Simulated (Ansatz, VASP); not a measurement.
# As: VASP beside Ansatz

```
CELL_PARAMETERS angstrom
3.57490 0.00000 0.00000
-1.78745 3.09596 0.00000
0.00000 0.00000 26.41564
ATOMIC_POSITIONS crystal
As 0.33333 0.66667 0.32062
As 0.66667 0.33333 0.37245
```

Alike in both runs: task single point; functional LDA; k mesh 6 × 6 × 1; no spin polarisation.

```csv
,VASP,Ansatz
version,VASP 6.6.1,Ansatz 0.2.0
potentials or method,"VASP PAW LDA potentials, release 64 (As)","plane waves, PAW"
plane-wave cutoff (eV),520,420
occupations,"gaussian, width 0.01 eV",fixed
valence electrons in the cell,10,30
```

|  | VASP | Ansatz | Ansatz less VASP |
| --- | --- | --- | --- |
| gap on the k mesh at the Fermi level (eV) | 1.59 | 1.58 | -0.007 |

LDA's correlation is that of Perdew and Zunger in VASP and of Perdew and Wang (1992) in Ansatz. VASP's potentials hold 10 valence electrons a cell and Ansatz's 30, so a difference there can come from the potentials and not from the codes. Ansatz's warnings: xc potential rough in thin density.
